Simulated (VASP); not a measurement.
A run of VASP 6.6.1 is set up as follows.

File INCAR:

```
SYSTEM = Be
PREC     = Accurate       ! precision mode
ENCUT    = 600            ! plane-wave cutoff, eV
EDIFF    = 1E-6           ! SCF threshold, eV
ISMEAR   = 0              ! smearing method
SIGMA    = 0.1            ! smearing width, eV
LREAL    = .FALSE.        ! projectors in reciprocal space
LASPH    = .TRUE.         ! aspherical terms in the spheres
NELM     = 100            ! most SCF steps
ALGO     = Normal         ! electronic algorithm
ISIF     = 3              ! what is computed and relaxed
LWAVE    = .FALSE.        ! write WAVECAR
LCHARG   = .FALSE.        ! write CHGCAR
GGA      = PE             ! functional
IBRION   = 2              ! ionic algorithm
NSW      = 90             ! ionic steps
EDIFFG   = -0.04          ! ionic threshold
```

KPOINTS

```
regular mesh
0
G
  8 8 8
  0 0 0
```

The input POSCAR:

```
Be
1.0
    1.9732490200      0.0000000000      0.0000000000
    0.0000000000      1.9732490200      0.0000000000
    0.0000000000      0.0000000000      2.4226873100
Be
1
Direct
    0.5000000000      0.5000000000      0.5000000000
```

Potentials or basis: VASP PAW PBE potentials, release 64 (Be).

Command:

```console
$ cat potpaw_PBE.64/Be/POTCAR > POTCAR
$ mpirun -np 1 vasp_std > vasp.out
```

(1) What does it give for the space group after relaxing (to 0.1 Å)?

(2) Predict the relaxed cell.

(3) Estimate the band gap on the k mesh.

(4) Estimate the relaxed volume.

Answers

(1) P4/mmm (No. 123).

(2) a = 2.020 Å, b = 2.020 Å, c = 2.685 Å, α = 90.00°, β = 90.00°, γ = 90.00°.

(3) zero (bands 1 and 2 overlap by 9.23 eV).

(4) 10.96 Å³/atom.

Caveat: the k points lie up to 0.39 Å⁻¹ apart in the final cell, too coarse for converged energies and pressures of a metal; the volume moved by over 15 % at a fixed basis, so the end points are rough.
